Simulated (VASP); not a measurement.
Wanted: the native input for a VASP 6.6.1 run.

* Task: single point
* Functional: PBEsol
* Potentials or basis: VASP PAW PBE potentials, release 64 (Al, Ni)
* Cutoff: 600 eV
* k mesh: 20 × 20 × 20
* Occupations: gaussian, width 0.15 eV
* Spin: no spin polarisation
* Dipole correction: no
* Further INCAR settings: ALGO = Normal; EDIFF = 1e-06; NBANDS = 14

The structure of AlNi lies in POSCAR:

```
AlNi
1.0
    2.8621655520      0.0000000000      0.0000000000
    0.0000000000      2.8621655520      0.0000000000
    0.0000000000      0.0000000000      2.8621655520
Al Ni
1 1
Direct
    0.0000000000      0.0000000000      0.0000000000
    0.3427763902      0.5000000000      0.4213881951
```

This cell differs from its parent crystal: atom 2 (Ni) moved by (-0.450, -0.225) A along x and z.

These files were run (other wordings do the same):

INCAR

```
SYSTEM = AlNi
PREC = Accurate
ENCUT = 600
EDIFF = 1E-6
ISMEAR = 0
SIGMA = 0.15
LREAL = .False.
LASPH = .True.
NELM = 120
ALGO = Normal
ISIF = 2
LWAVE = .False.
LCHARG = .False.
GGA = PS
NBANDS = 14
GGA_COMPAT = .False.
```

KPOINTS

```
regular mesh
0
Gamma
  20 20 20
  0 0 0
```

Potentials or basis: VASP PAW PBE potentials, release 64 (Al, Ni).

Command:

```console
$ cat potpaw_PBE.64/Al/POTCAR potpaw_PBE.64/Ni/POTCAR > POTCAR
$ mpirun -np 1 vasp_std > vasp.out
```

It gave:

```
Pressure               : 18.4 GPa
Largest force          : 3.970 eV/Å
Band gap on the k mesh : zero (an odd number of electrons rules out a gap without spin polarisation)
```

Caveat: the cell differs from its parent crystal (atom 2 (Ni) moved by (-0.450, -0.225) A along x and z); the stress differs along the axes, from 10 to 26 GPa; the PAW data sets were made with another functional, which shifts forces and pressure a little.

Run time: 15 min on 1 thread of Oxide Virtual Turin-like Processor, with other jobs on the host, peak memory 0.9 GiB.
